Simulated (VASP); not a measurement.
Crystal: YMg3.

```
CELL_PARAMETERS angstrom
5.16157 0.00000 0.00000
2.58079 4.47005 0.00000
2.58079 1.49002 4.21441
ATOMIC_POSITIONS crystal
Y 0.00000 0.00000 0.00000
Mg 0.25000 0.25000 0.25000
Mg 0.50000 0.50000 0.50000
Mg 0.75000 0.75000 0.75000
```

Base run:

- Program: VASP 6.6.1
- Functional: BLYP
- Potentials or basis: VASP PAW PBE potentials, release 64 (Y_sv, Mg)
- Cutoff: 520 eV
- k mesh: 5 × 5 × 5
- Occupations: fermi-dirac, width 0.1 eV
- Spin: no spin polarisation

Its results: pressure 1.1 GPa.

Problem. The run is repeated on the same cell with these changes: functional from BLYP to PBEsol; further incar settings from ALGO = Normal; EDIFF = 1e-06; NBANDS = 16 to ALGO = Normal; EDIFF = 1e-07; NBANDS = 16. What comes out?

Solution. Pressure -0.7 GPa.

Caveats: the PAW data sets were made with another functional, which shifts forces and pressure a little.
